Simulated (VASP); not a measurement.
# MgO (rock salt) (Fm-3m) in VASP: a series of runs

Runs on MgO (rock salt). Level: LDA. Tasks: single point.

Everything below comes from runs of VASP 6.6.1. Logs are shortened: lines on timing, memory, paths and dates and some standing lists are left out, and cuts for length are marked.

## (1) The cell of the first run

The structure is cubic, space group Fm-3m (No. 225). The conventional cell has a = 3.773 Å, b = 3.773 Å, c = 3.773 Å, α = 90.00°, β = 90.00°, γ = 90.00°. Within 2.5 Å of Mg (site symmetry m-3m) lie 6 O at 1.89 Å. Within 2.5 Å of O (site symmetry m-3m) lie 6 Mg at 1.89 Å.

## (2) Single point, LDA (volume scaled by 0.72)

INCAR

```
SYSTEM = MgO
PREC = Accurate
ENCUT = 600
EDIFF = 1E-6
ISMEAR = 0
SIGMA = 0.01
LREAL = .False.
LASPH = .True.
NELM = 120
ALGO = Normal
ISIF = 2
LWAVE = .False.
LCHARG = .False.
GGA = CA
NBANDS = 11
GGA_COMPAT = .False.
```

KPOINTS

```
regular mesh
0
Gamma
  10 10 10
  0 0 0
```

POSCAR

```
MgO
1.0
    0.0000000000      1.8866713983      1.8866713983
    1.8866713983      0.0000000000      1.8866713983
    1.8866713983      1.8866713983      0.0000000000
Mg O
1 1
Direct
    0.0000000000      0.0000000000      0.0000000000
    0.5000000000      0.5000000000      0.5000000000
```

Potentials or basis: VASP PAW LDA potentials, release 64 (Mg, O).

The run is started by

```bash
$ cat potpaw_LDA.64/Mg/POTCAR potpaw_LDA.64/O/POTCAR > POTCAR
$ mpirun -np 1 vasp_std > vasp.out
```

OUTCAR:

```text
SYSTEM = MgO
   PREC = Accurate
   ENCUT = 600
   EDIFF = 1E-6
   ISMEAR = 0
   LREAL = .False.
   LASPH = .True.
   NELM = 120
   ISIF = 2
   GGA = CA

 ion  position               nearest neighbor table
   1  0.000  0.000  0.000-   2 1.89   2 1.89   2 1.89   2 1.89   2 1.89   2 1.89
   2  0.500  0.500  0.500-   1 1.89   1 1.89   1 1.89   1 1.89   1 1.89   1 1.89

  LATTYP: Found a face centered cubic cell.
 ALAT       =     3.7733427966

  Lattice vectors:

 A1 = (   0.0000000000,   1.8866713983,   1.8866713983)
 A2 = (   1.8866713983,   0.0000000000,   1.8866713983)
 A3 = (   1.8866713983,   1.8866713983,   0.0000000000)

Analysis of symmetry for initial positions (statically):
=====================================================================
 Subroutine PRICEL returns:
 Original cell was already a primitive cell.

 Routine SETGRP: Setting up the symmetry group for a
 face centered cubic supercell.

 Subroutine GETGRP returns: Found 48 space group operations
 (whereof 48 operations were pure point group operations)
 out of a pool of 48 trial point group operations.

The static configuration has the point symmetry O_h .

Analysis of symmetry for dynamics (positions and initial velocities):
=====================================================================
 Subroutine PRICEL returns:
 Original cell was already a primitive cell.

 Routine SETGRP: Setting up the symmetry group for a
 face centered cubic supercell.

 Subroutine GETGRP returns: Found 48 space group operations
 (whereof 48 operations were pure point group operations)
 out of a pool of 48 trial point group operations.

The dynamic configuration has the point symmetry O_h .

 Subroutine INISYM returns: Found 48 space group operations
 (whereof 48 operations are pure point group operations),
 and found     1 'primitive' translations

----------------------------------------------------------------------------------------

                                     Primitive cell

  volume of cell :      13.4313

  direct lattice vectors                    reciprocal lattice vectors
     0.000000000  1.886671398  1.886671398    -0.265017003  0.265017003  0.265017003
     1.886671398  0.000000000  1.886671398     0.265017003 -0.265017003  0.265017003
     1.886671398  1.886671398  0.000000000     0.265017003  0.265017003 -0.265017003

  length of vectors
     2.668156279  2.668156279  2.668156279     0.459022914  0.459022914  0.459022914

  position of ions in fractional coordinates (direct lattice)
     0.000000000  0.000000000  0.000000000
     0.500000000  0.500000000  0.500000000

[... 81 lines left out ...]
   NFREE  =      0    steps in history (QN), initial steepest desc. (CG)
   ISIF   =      2    stress and relaxation
   ISYM   =      2    0-nonsym 1-usesym 2-fastsym
   POTIM  = 0.5000    time-step for ionic-motion
   TEBEG  =    0.0;   TEEND  =   0.0 temperature during run
   PSTRESS=    0.0 pullay stress
   NELECT =       8.0000    total number of electrons
   NUPDOWN=      -1.0000    fix difference up-down
   EMIN   =  10.00;   EMAX   =-10.00  energy-range for DOS
   EFERMI =   0.00;   METHOD = LEGACY
   ISMEAR =     0;   SIGMA  =   0.01  broadening in eV -4-tet -1-fermi 0-gaus
   EFERMI_NEDOS =   21; number of points for ismear=-14 and -15
   IALGO  =     38    algorithm
   IMIX   =      4    mixing-type and parameters
     AMIX     =   0.40;   BMIX     =  1.00
     AMIX_MAG =   1.60;   BMIX_MAG =  1.00
  volume/ion in A,a.u.               =       6.72        45.32
  Fermi-wavevector in a.u.,A,eV,Ry     =   1.377416  2.602939 25.814004  1.897276
  Thomas-Fermi vector in A             =   2.502572
   LORBIT       =      0    0 simple, 1 ext, 2 COOP (PROOUT), +10 PAW based schemes
   GGA     = CA    functional components
   LHFCALC =     F    Hartree Fock is set to
   AEXX    =    0.0000 exact exchange contribution
   IVDW    =     0    specifies the selected vdW correction
   LEPSILON=     F    determine dielectric tensor
   LRPA    =     F    only Hartree local field effects (RPA)
 non-spin polarized calculation
 Gauss-broadening in eV      SIGMA  =   0.01
  energy-cutoff  :      600.00
  volume of cell :       13.43
 maximum number of plane-waves:       464
 NGX is ok and might be reduce to    24
   NGX = 11   NGY = 11   NGZ = 11

 number of electron       7.9999999 magnetization

 Free energy of the ion-electron system (eV)
  ---------------------------------------------------
  ext. energy  EPLUGINS =         0.00000000
  ---------------------------------------------------
  free energy    TOTEN  =       -12.46817336 eV

  energy without entropy =      -12.46817336  energy(sigma->0) =      -12.46817336

 E-fermi :   6.0081     XC(G=0): -13.2770

 val. band max:        5.8937918852   @ k =   0.0000   0.0000   0.0000
 cond. band min:      14.5116408619   @ k =   0.0000   0.0000   0.0000
 fundamental gap:      8.6178489767
 Fermi energy:         6.0081412213

 k-point     1 :       0.0000    0.0000    0.0000
  band No.  band energies     occupation
      1     -13.1897      2.00000
      2       5.8938      2.00000
      3       5.8938      2.00000
      4       5.8938      2.00000
      5      14.5116      0.00000
      6      23.1532      0.00000
      7      23.1532      0.00000
      8      23.1532      0.00000
      9      28.1428      0.00000
     10      30.2536      0.00000
     11      30.2536      0.00000
[... 309 lines left out ...]
 k-point    24 :       0.4000    0.3000    0.0000
  band No.  band energies     occupation
      1     -10.9782      2.00000
      2       1.0430      2.00000
      3       4.0041      2.00000
      4       4.3319      2.00000
      5      16.2307      0.00000
      6      19.5005      0.00000
      7      23.1276      0.00000
      8      28.4305      0.00000
      9      28.7304      0.00000
     10      34.7225      0.00000
     11      40.0002      0.00000

 [... further k-points ...]
[... 5 lines left out ...]
  --------------------------------------------------------------------------------------
  -------------------------------------------------------------------------------------
  Total        7.6020270      7.6020270      7.6020270     -0.0000000     -0.0000000     -0.0000000
  in kB      906.8202230    906.8202230    906.8202230     -0.0000000     -0.0000000     -0.0000000
  external PRESSURE =     906.8202230 kB  Pullay stress =       0.0000000 kB

 VOLUME and BASIS-vectors are now :
 -----------------------------------------------------------------------------
  energy-cutoff  :      600.00
  volume of cell :       13.43
      direct lattice vectors                 reciprocal lattice vectors
     0.000000000  1.886671398  1.886671398    -0.265017003  0.265017003  0.265017003
     1.886671398  0.000000000  1.886671398     0.265017003 -0.265017003  0.265017003
     1.886671398  1.886671398  0.000000000     0.265017003  0.265017003 -0.265017003

 POSITION                                       TOTAL-FORCE (eV/Angst)
 -----------------------------------------------------------------------------------
      0.00000      0.00000      0.00000        -0.000000      0.000000      0.000000
      1.88667      1.88667      1.88667         0.000000     -0.000000      0.000000
 -----------------------------------------------------------------------------------
    total drift:                               -0.000000     -0.000000      0.000000

  FREE ENERGIE OF THE ION-ELECTRON SYSTEM (eV)
  ---------------------------------------------------
  free  energy   TOTEN  =       -12.4681733568 eV

  energy  without entropy=      -12.4681733568  energy(sigma->0) =      -12.46817336
```

OSZICAR:

```text
N       E                     dE             d eps       ncg     rms          rms(c)
DAV:   1     0.168885762147E+02    0.16889E+02   -0.53789E+03  1138   0.754E+02
DAV:   2    -0.138296685645E+02   -0.30718E+02   -0.30071E+02  1187   0.160E+02
DAV:   3    -0.143644646468E+02   -0.53480E+00   -0.53447E+00  1241   0.180E+01
DAV:   4    -0.143653051693E+02   -0.84052E-03   -0.84051E-03  1133   0.822E-01
DAV:   5    -0.143653070392E+02   -0.18699E-05   -0.18699E-05  1202   0.349E-02    0.789E+00
DAV:   6    -0.125514401213E+02    0.18139E+01   -0.76621E+00  1067   0.171E+01    0.199E+00
DAV:   7    -0.124948611509E+02    0.56579E-01   -0.96295E-02  1166   0.233E+00    0.127E+00
DAV:   8    -0.124683199754E+02    0.26541E-01   -0.10927E-02  1085   0.120E+00    0.124E-01
DAV:   9    -0.124682087978E+02    0.11118E-03   -0.18198E-04  1235   0.960E-02    0.735E-02
DAV:  10    -0.124681734067E+02    0.35391E-04   -0.11077E-04  1133   0.799E-02    0.270E-03
DAV:  11    -0.124681733568E+02    0.49812E-07   -0.93697E-07   806   0.769E-03
   1 F= -.12468173E+02 E0= -.12468173E+02  d E =-.276004E-61
```

stdout:

```text
POSCAR found type information on POSCAR MgO
 POSCAR found :  2 types and       2 ions
 scaLAPACK will be used
 LDA part: xc-table for (Slater(with rela. corr.)+CA(PZ))
 , standard interpolation
 POSCAR, INCAR and KPOINTS ok, starting setup
 FFT: planning ... GRIDC
 FFT: planning ... GRID_SOFT
 FFT: planning ... GRID
 WAVECAR not read
 entering main loop
```

It took 10 s on 1 thread of Intel Xeon 8259CL, shared host; peak memory 0.13 GiB.

What came out:

```yaml
Free_energy: -12.4682 eV
Pressure: 90.7 GPa
Band_gap_on_the_k_mesh: 8.62 eV, direct
```

Caveat: the cell differs from its parent crystal (volume scaled by 0.72). A k mesh can miss the band edges.

## (3) Single point, LDA (volume scaled by 0.8)

INCAR

```
PREC     = Accurate       # precision mode
ENCUT    = 600            # plane-wave cutoff, eV
EDIFF    = 1E-6           # SCF threshold, eV
ISMEAR   = 0              # smearing method
SIGMA    = 0.01           # smearing width, eV
LREAL    = False          # projectors in reciprocal space
LASPH    = True           # aspherical terms in the spheres
NELM     = 120            # most SCF steps
ALGO     = Normal         # electronic algorithm
ISIF     = 2              # what is computed and relaxed
LWAVE    = False          # write WAVECAR
LCHARG   = False          # write CHGCAR
GGA      = CA             # functional
NBANDS   = 11             # bands
GGA_COMPAT= False
```

KPOINTS

```
Automatic mesh
0
Gamma
  10 10 10
```

POSCAR

```
MgO
1.0
    0.0000000000      1.9541088990      1.9541088990
    1.9541088990      0.0000000000      1.9541088990
    1.9541088990      1.9541088990      0.0000000000
Mg O
1 1
Direct
    0.0000000000      0.0000000000      0.0000000000
    0.5000000000      0.5000000000      0.5000000000
```

Potentials or basis: VASP PAW LDA potentials, release 64 (Mg, O).

The run is started by

```bash
$ cat potpaw_LDA.64/Mg/POTCAR potpaw_LDA.64/O/POTCAR > POTCAR
$ mpirun -np 1 vasp_std > vasp.out
```

Wall time 10 s (1 thread of Intel Xeon 8259CL, shared host); peak memory 0.13 GiB.

It converged, with:

| Item | Value |
| --- | --- |
| Free energy | -13.0910 eV |
| Pressure | 45.4 GPa |
| Band gap on the k mesh | 7.18 eV, direct |

Levels at points of the mesh, in eV from the valence-band top:
```tsv
k point	band 2	band 3	band 4	band 5	band 6	band 7
(0.00, 0.00, 0.00)	0.00	0.00	0.00	7.18	16.72	16.72
(0.50, 0.00, 0.00)	-5.80	-0.98	-0.98	9.24	15.04	18.41
(0.50, 0.50, 0.00)	-5.16	-1.71	-1.71	9.00	12.38	15.44
```

Caveat: the cell differs from its parent crystal (volume scaled by 0.8).

## (4) Single point, LDA (volume scaled by 0.9)

INCAR

```
ALGO = Normal
EDIFF = 1E-6
ENCUT = 600
GGA = CA
GGA_COMPAT = F
ISIF = 2
ISMEAR = 0
LASPH = T
LCHARG = T
LELF = T
LREAL = F
LVHAR = T
LWAVE = F
NBANDS = 11
NELM = 120
PREC = Accurate
SIGMA = 0.01
```

KPOINTS

```
k-points
0
Gamma
  10 10 10
```

POSCAR

```
MgO
1.0
    0.0000000000      2.0323551546      2.0323551546
    2.0323551546      0.0000000000      2.0323551546
    2.0323551546      2.0323551546      0.0000000000
Mg O
1 1
Direct
    0.0000000000      0.0000000000      0.0000000000
    0.5000000000      0.5000000000      0.5000000000
```

The run is started by

```bash
$ cat potpaw_LDA.64/Mg/POTCAR potpaw_LDA.64/O/POTCAR > POTCAR
$ mpirun -np 1 vasp_std > vasp.out
```

It took 11 s on 1 thread of Intel Xeon 8259CL, shared host; peak memory 0.13 GiB.

The run converged. Its results:

* Free energy: -13.4113 eV
* Pressure: 11.7 GPa
* Band gap on the k mesh: 5.77 eV, direct

Levels at points of the mesh, in eV from the valence-band top:
| k point | band 2 | band 3 | band 4 | band 5 | band 6 | band 7 |
| --- | --- | --- | --- | --- | --- | --- |
| (0.00, 0.00, 0.00) | 0.00 | 0.00 | 0.00 | 5.77 | 16.10 | 16.10 |
| (0.50, 0.00, 0.00) | -5.20 | -0.80 | -0.80 | 8.42 | 13.63 | 17.12 |
| (0.50, 0.50, 0.00) | -4.61 | -1.53 | -1.53 | 8.97 | 10.91 | 14.05 |

Caveat: the cell differs from its parent crystal (volume scaled by 0.9).

## (5) Single point, LDA

This run uses another cell than the first one, of 9.33 Å³/atom, 1.389 times its volume.

INCAR

```
SYSTEM = MgO
  ALGO = Normal
  EDIFF = 1E-6
  ENCUT = 600
  GGA = CA
  GGA_COMPAT = .FALSE.
  ISIF = 2
  ISMEAR = 0
  LASPH = .TRUE.
  LCHARG = .FALSE.
  LREAL = .FALSE.
  LWAVE = .FALSE.
  NBANDS = 11
  NELM = 120
  PREC = Accurate
  SIGMA = 0.01
```

KPOINTS

```
k-points
0
G
  10 10 10
  0 0 0
```

POSCAR

```
MgO
1.0
    0.0000000000      2.1050000000      2.1050000000
    2.1050000000      0.0000000000      2.1050000000
    2.1050000000      2.1050000000      0.0000000000
Mg O
1 1
Direct
    0.0000000000      0.0000000000      0.0000000000
    0.5000000000      0.5000000000      0.5000000000
```

The run is started by

```bash
$ cat potpaw_LDA.64/Mg/POTCAR potpaw_LDA.64/O/POTCAR > POTCAR
$ mpirun -np 1 vasp_std > vasp.out
```

Wall time 11 s (1 thread of Intel Xeon 8259CL, shared host); peak memory 0.13 GiB.

Results (log left out):

```
Free energy            : -13.4293 eV
Pressure               : -7.8 GPa
Band gap on the k mesh : 4.67 eV, direct
```

Levels at points of the mesh, in eV from the valence-band top:
| k point | band 1 | band 2 | band 3 | band 4 | band 5 | band 6 | band 7 | band 8 | band 9 |
| --- | --- | --- | --- | --- | --- | --- | --- | --- | --- |
| (0.00, 0.00, 0.00) | -17.01 | 0.00 | 0.00 | 0.00 | 4.67 | 15.54 | 15.54 | 15.54 | 19.56 |
| (0.50, 0.00, 0.00) | -15.65 | -4.71 | -0.67 | -0.67 | 7.74 | 12.42 | 16.02 | 16.02 | 20.58 |
| (0.50, 0.50, 0.00) | -15.38 | -4.16 | -1.37 | -1.37 | 8.89 | 9.72 | 12.91 | 18.65 | 18.65 |

## (6) The runs side by side

```tsv
cell	gap on the mesh (eV)	pressure (GPa)
a = 2.668 Å, angles 60.0°, 2 atoms	8.62	90.7
a = 2.764 Å, angles 60.0°, 2 atoms	7.18	45.4
a = 2.874 Å, angles 60.0°, 2 atoms	5.77	11.7
a = 2.977 Å, angles 60.0°, 2 atoms	4.67	-7.8
```

Alike in all rows: task single point; level LDA; potentials or basis VASP PAW LDA potentials, release 64 (Mg, O); no spin polarisation; k mesh 10 × 10 × 10; cutoff (eV) 600; smearing gaussian 0.01 eV.

Absolute energies hang on the potentials; compare differences alone.
